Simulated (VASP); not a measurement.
## SrO: single point with PBE

SrO:

```
Sr O
1.0
     0.00000    2.54435    2.54435
     2.54435    0.00000    2.54435
     2.54435    2.54435    0.00000
Sr O
1 1
Cartesian
  2.5444 2.5444 2.5444
  0.0000 0.0000 0.0000
```

```
Program             : VASP 6.6.1
Task                : single point
Functional          : PBE
Potentials or basis : VASP PAW PBE potentials, release 64 (Sr_sv, O)
Cutoff              : 520 eV
k mesh              : 8 × 8 × 8
Occupations         : gaussian, width 0.01 eV
Spin                : no spin polarisation
```

| Quantity | Value |
| --- | --- |
| Pressure | 6.7 GPa |
| Band gap on the k mesh | 3.24 eV (least direct gap 3.31 eV) |

Levels at points of the mesh, in eV from the valence-band top:
| k point | band 5 | band 6 | band 7 | band 8 | band 9 | band 10 | band 11 | band 12 |
| --- | --- | --- | --- | --- | --- | --- | --- | --- |
| (0.00, 0.00, 0.00) | -13.89 | 0.00 | 0.00 | 0.00 | 4.21 | 6.28 | 6.28 | 6.28 |
| (0.50, 0.00, 0.00) | -12.68 | -2.23 | -1.20 | -1.20 | 6.69 | 8.71 | 9.03 | 9.03 |
| (0.50, 0.50, 0.00) | -14.29 | -0.38 | -0.07 | -0.07 | 3.24 | 8.04 | 10.38 | 10.67 |

It took 7.5 s on 1 thread of Intel(R) Xeon(R) 6975P-C (Granite Rapids), on a shared host, peak memory 0.16 GiB.

Caveat: the cell stands under pressure. A k mesh can miss the band edges.
